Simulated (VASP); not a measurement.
# Ta: single point with PBEsol

The system is Ta.

```
CELL_PARAMETERS angstrom
2.86694 -0.04300 0.00000
-1.47071 2.50434 0.00000
0.00000 0.00000 5.09141
ATOMIC_POSITIONS crystal
Ta 0.66667 0.33333 0.75000
Ta 0.33333 0.66667 0.25000
```

This cell differs from its parent crystal: strain -0.0300 x Voigt [0, 0, 0, 0, 0, 1].

```
Program             : VASP 6.6.1
Task                : single point
Functional          : PBEsol
Potentials or basis : VASP PAW PBE potentials, release 64 (Ta_pv)
Cutoff              : 520 eV
k mesh              : 24 × 24 × 12
Occupations         : gaussian, width 0.15 eV
Spin                : no spin polarisation
```

```
Pressure               : 0.2 GPa
Largest force          : 0.150 eV/Å
Band gap on the k mesh : zero (bands 11 and 12 overlap by 2.56 eV)
```

Forces in eV/Å, atoms in the order of the input:
```
Ta  -0.150 -0.002  0.000
Ta   0.150  0.002  0.000
```

Stress tensor (GPa, compression positive):
```
 0.28  0.92  0.00
 0.92  0.26  0.00
 0.00  0.00 -0.05
```

Levels at points of the mesh, in eV from the Fermi level:
| k point | band 9 | band 10 | band 11 | band 12 | band 13 | band 14 |
| --- | --- | --- | --- | --- | --- | --- |
| (0.00, 0.00, 0.00) | -0.57 | 0.04 | 0.26 | 0.87 | 0.96 | 1.54 |
| (0.50, 0.00, 0.00) | -3.47 | -0.33 | -0.25 | 0.60 | 0.73 | 5.69 |
| (0.00, 0.50, 0.00) | -3.49 | -0.38 | -0.38 | 0.56 | 0.86 | 5.81 |
| (0.50, 0.50, 0.00) | -3.49 | -0.51 | -0.39 | 0.39 | 1.09 | 5.93 |
| (0.00, 0.00, 0.50) | -1.19 | -1.19 | 0.33 | 0.33 | 0.99 | 0.99 |
| (0.50, 0.00, 0.50) | -2.37 | -2.37 | 1.78 | 1.78 | 2.46 | 2.46 |
| (0.00, 0.50, 0.50) | -2.39 | -2.39 | 1.65 | 1.65 | 2.68 | 2.68 |
| (0.50, 0.50, 0.50) | -2.42 | -2.42 | 1.50 | 1.50 | 2.90 | 2.90 |

It took 16 min on 1 thread of AMD EPYC 9R45 96-Core Processor (Zen 5) (shared host), peak memory 1 GiB.

Caveat: the cell differs from its parent crystal (strain -0.0300 x Voigt [0, 0, 0, 0, 0, 1]); the PAW data sets were made with another functional, which shifts forces and pressure a little; spin-orbit coupling is left out, which moves the levels of the heavy elements.
